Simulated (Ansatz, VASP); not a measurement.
## C: VASP beside Ansatz

Contents of INCAR:

```
SYSTEM = C
ALGO = Normal
EDIFF = 1E-6
ENCUT = 600
GGA = LIBXC
GGA_COMPAT = .FALSE.
ISIF = 2
ISMEAR = 1
ISPIN = 2
LASPH = .TRUE.
LCHARG = .FALSE.
LIBXC1 = GGA_X_RPBE
LIBXC2 = GGA_C_LYP
LORBIT = 11
LREAL = .FALSE.
LWAVE = .FALSE.
MAGMOM = 0.75 -0.25 0.75 -0.25
NBANDS = 20
NELM = 200
NUPDOWN = 1.0
PREC = Accurate
SIGMA = 0.1
```

File KPOINTS:

```
k-points
0
G
  12 12 12
  0 0 0
```

The input POSCAR:

```
C
1.0
    1.2413551441      0.7166967267      8.3374684561
   -1.2413551441      0.7166967267      8.3374684561
    0.0000000000     -1.4333934532      8.3374684561
C
4
Direct
    0.0871730800      0.0871730800      0.0871730800
    0.7538500600      0.7538500600      0.7538500600
    0.2461499400      0.2461499400      0.2461499400
    0.9128269200      0.9128269200      0.9128269200
```

Contents of input.yaml:

```yaml
crystal:
  lattice:
    - [1.2413551441, 0.7166967267, 8.3374684561]
    - [-1.2413551441, 0.7166967267, 8.3374684561]
    - [0.0, -1.4333934532, 8.3374684561]
  atoms:
    - { symbol: C, position: [0.08717308, 0.08717308, 0.08717308], spin: 0.75 }
    - { symbol: C, position: [0.75385006, 0.75385006, 0.75385006], spin: -0.25 }
    - { symbol: C, position: [0.24614994, 0.24614994, 0.24614994], spin: 0.75 }
    - { symbol: C, position: [0.91282692, 0.91282692, 0.91282692], spin: -0.25 }
kpoints:
  mp_grid: { grid: [12, 12, 12] }
scf:
  occupations: { method: cold, width: 0.1 }
hamiltonian:
  xc: { exchange: rpbe, correlation: lyp }
  pseudopotentials: { kind: all_electron, lapw: { basis_error: 0.001 } }
magnetization:
  spin_polarized: true
  initial_magnetization: 1.0
  spin_locking: { lock_magnetization: hard }
output:
  forces: true
  stress: true
  eigenvalues: true
```

Change from the starting cell: volume scaled by 1.02.

Alike in both runs: task single point; functional rpbe exchange, lyp correlation; k mesh 12 × 12 × 12; collinear spin; fixed moment 1 μB.

|  | VASP | Ansatz |
| --- | --- | --- |
| version | VASP 6.6.1 | Ansatz 0.2.0 |
| potentials or method | VASP PAW PBE potentials, release 64 (C), cutoff 600 eV | all-electron LAPW, scalar-relativistic |
| occupations | methfessel-paxton of order 1, width 0.1 eV | cold, width 0.1 eV |

```csv
,VASP,Ansatz,Ansatz less VASP
pressure (GPa),4.8,5.1,+0.26
"traceless stress, the component that is largest in VASP (GPa)",-4.60,-4.55,+0.052
rms of the force components (eV/Å),0.004,0.005,+0.0005
size of the moment on the site where the two differ most (μB),0.13,0.11,-0.019
```

VASP's potentials were made for PBE, not for rpbe exchange, lyp correlation. Site moments also hang on the region over which each program counts them. Atom by atom the forces differ by 0.001 eV/Å (rms over components). Ansatz ran all-electron here, and VASP with PAW potentials.
